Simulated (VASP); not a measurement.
The system is GaAs.

```
Ga As
1.0
     0.00000    2.87225    2.87225
     2.87225    0.00000    2.87225
     2.87225    2.87225    0.00000
Ga As
1 1
Direct
  0.00000 0.00000 0.00000
  0.25000 0.25000 0.25000
```

* Program: VASP 6.6.1
* Task: relaxation of cell and atoms
* Functional: r2SCAN
* Potentials or basis: VASP PAW PBE potentials, release 64 (Ga_d, As)
* Cutoff: 600 eV
* k mesh: 8 × 8 × 8
* Occupations: fermi-dirac, width 0.02 eV
* Spin: no spin polarisation

At the start: pressure -2.7 GPa; volume 23.70 Å³/atom.

**Question.** How do energy, volume and symmetry change on relaxing?

**Answer.** Over 5 steps the energy falls by 8.2 meV/atom and the volume is 22.77 Å³/atom (-3.9 %); space group F-43m (No. 216, to 0.05 Å).

Step by step:
| step | energy change (eV) | largest force (eV/Å) | pressure (GPa) | volume (Å³) |
| --- | --- | --- | --- | --- |
| 1 | 0.0000 | 0.0000 | -2.67 | 47.39 |
| 2 | -0.0133 | 0.0000 | 1.30 | 44.74 |
| 3 | -0.0164 | 0.0000 | 0.04 | 45.51 |
| 4 | -0.0164 | 0.0000 | -0.04 | 45.54 |
| 5 | -0.0164 | 0.0000 | -0.02 | 45.54 |

Final structure:
```cif
data_structure
_symmetry_space_group_name_H-M 'P 1'
_symmetry_Int_Tables_number 1
_cell_length_a 4.0085
_cell_length_b 4.0085
_cell_length_c 4.0085
_cell_angle_alpha 60.000
_cell_angle_beta 60.000
_cell_angle_gamma 60.000
_cell_volume 45.54
loop_
_atom_site_label
_atom_site_type_symbol
_atom_site_fract_x
_atom_site_fract_y
_atom_site_fract_z
_atom_site_occupancy
Ga1 Ga 0.00000 0.00000 0.00000 1
As1 As 0.25000 0.25000 0.25000 1
```

Caveat: the PAW data sets were made with another functional, which shifts forces and pressure a little.
